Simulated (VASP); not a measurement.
A run of VASP 6.6.1 is set up as follows.

File INCAR:

```
SYSTEM = Be4ZnSe
PREC     = Accurate       ! precision mode
ENCUT    = 600            ! plane-wave cutoff, eV
EDIFF    = 1E-7           ! SCF threshold, eV
ISMEAR   = 0              ! smearing method
SIGMA    = 0.2            ! smearing width, eV
LREAL    = .FALSE.        ! projectors in reciprocal space
LASPH    = .TRUE.         ! aspherical terms in the spheres
NELM     = 120            ! most SCF steps
ALGO     = Normal         ! electronic algorithm
ISIF     = 3              ! what is computed and relaxed
LWAVE    = .FALSE.        ! write WAVECAR
LCHARG   = .FALSE.        ! write CHGCAR
GGA      = PE             ! functional
IBRION   = 2              ! ionic algorithm
NSW      = 36             ! ionic steps
EDIFFG   = -0.08          ! ionic threshold
GGA_COMPAT= .FALSE.      
NELMIN   = 4
```

The input KPOINTS:

```
Automatic mesh
0
G
  6 6 3
  0 0 0
```

POSCAR

```
Be4ZnSe
1.0
    3.1883267400      0.0000000000      0.0000000000
   -1.5941633700      2.7611719500      0.0000000000
    0.0000000000      0.0000000000      6.7362022300
Be Zn Se
4 1 1
Direct
    0.3333333300      0.6666666700      0.7438020100
    0.3333333300      0.6666666700      0.2561979900
    0.6666666700      0.3333333300      0.7438020100
    0.6666666700      0.3333333300      0.2561979900
    0.0000000000      0.0000000000      0.5000000000
    0.0000000000      0.0000000000      0.0000000000
```

Potentials or basis: VASP PAW PBE potentials, release 64 (Be, Zn, Se).

Run with:

```sh
$ cat potpaw_PBE.64/Be/POTCAR potpaw_PBE.64/Zn/POTCAR potpaw_PBE.64/Se/POTCAR > POTCAR
$ mpirun -np 1 vasp_std > vasp.out
```

(1) Estimate the band gap on the k mesh.

(2) Estimate the relaxed cell.

(3) What does it give for the relaxed volume?

(4) Predict the space group after relaxing (to 0.1 Å).

Results:

(1) zero (bands 13 and 14 overlap by 2.51 eV).

(2) a = 3.747 Å, b = 3.747 Å, c = 6.049 Å, α = 90.00°, β = 90.00°, γ = 120.00°.

(3) 12.26 Å³/atom.

(4) P6/mmm (No. 191).

Caveat: the k points lie up to 0.35 Å⁻¹ apart in the final cell, too coarse for converged energies and pressures of a metal; the volume moved by over 15 % at a fixed basis, so the end points are rough.
